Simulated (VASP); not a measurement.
# HfN: relaxation of the atoms with LDA

HfN:

```
Hf N
1.0
     0.00000    2.17814    2.17814
     2.17814    0.00000    2.17814
     2.17814    2.17814    0.00000
Hf N
1 1
Direct
  0.00000 0.00000 0.00000
  0.50000 0.50000 0.50000
```

```json
{
  "Program": "VASP 6.6.1",
  "Task": "relaxation of the atoms",
  "Functional": "LDA",
  "Potentials or basis": "VASP PAW LDA potentials, release 64 (Hf_pv, N)",
  "Cutoff": "520 eV",
  "k mesh": "11 × 11 × 11",
  "Occupations": "fermi-dirac, width 0.03 eV",
  "Spin": "no spin polarisation",
  "Dipole correction": "no",
  "Further INCAR settings": "ALGO = Normal; EDIFF = 1e-06; IBRION = 2; EDIFFG = -0.01; NSW = 50"
}
```

The pressure after relaxing is 26.0 GPa.

Final structure:
```
Hf N
1.0
     0.00000    2.17814    2.17814
     2.17814    0.00000    2.17814
     2.17814    2.17814    0.00000
Hf N
1 1
Cartesian
  0.0000 0.0000 0.0000
  2.1781 2.1781 2.1781
```

Levels at points of the mesh, in eV from the Fermi level:
```tsv
k point	band 6	band 7	band 8	band 9	band 10	band 11
(0.00, 0.00, 0.00)	-2.98	-2.98	-0.39	-0.39	-0.39	2.26
```

It took 6.3 s on 1 thread of Intel(R) Xeon(R) Platinum 8488C (Sapphire Rapids), on a shared host, peak memory 0.14 GiB.

Caveat: the relaxation stopped at its first step, so nothing moved; spin-orbit coupling is left out, which moves the levels of the heavy elements.
